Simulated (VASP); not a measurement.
Set up this calculation in VASP 6.6.1, as the native input.

```
Task                   : single point
Functional             : PBE
Potentials or basis    : VASP PAW PBE potentials, release 64 (Zr_sv, B)
Cutoff                 : 520 eV
k mesh                 : 14 × 14 × 12
Occupations            : gaussian, width 0.05 eV
Spin                   : no spin polarisation
Dipole correction      : no
Further INCAR settings : ALGO = Normal; EDIFF = 1e-07; NBANDS = 16
```

The structure of ZrB2 lies in POSCAR:

```
ZrB2
1.0
    3.1711983622      0.0000000000      0.0000000000
   -1.5855991811      2.7463383421      0.0000000000
    0.0000000000      0.0000000000      3.5420340352
Zr B
1 2
Direct
    0.0000000000      0.0000000000      0.0000000000
    0.3333333333      0.6666666667      0.5000000000
    0.6666666667      0.3333333333      0.5000000000
```

One way to write it, as run:

INCAR

```
ALGO = Normal ; EDIFF = 1E-7
ENCUT = 520 ; GGA = PE
ISIF = 2 ; ISMEAR = 0
LASPH = T ; LCHARG = F
LREAL = F ; LWAVE = F
NBANDS = 16 ; NELM = 60
PREC = Accurate ; SIGMA = 0.05
```

KPOINTS

```
k-points
0
Gamma
  14 14 12
```

Potentials or basis: VASP PAW PBE potentials, release 64 (Zr_sv, B).

Launch:

```sh
$ cat potpaw_PBE.64/Zr_sv/POTCAR potpaw_PBE.64/B/POTCAR > POTCAR
$ mpirun -np 1 vasp_std > vasp.out
```

Results of the run:

| Quantity | Value |
| --- | --- |
| Pressure | 0.1 GPa |
| Band gap on the k mesh | zero (band 9 reaches 11.27 eV, above the bottom of band 10 at 10.29 eV) |

Wall time 120 s on 1 thread of AMD EPYC 7R43 64-Core Processor (Zen 3), on a shared host, peak memory 0.17 GiB.
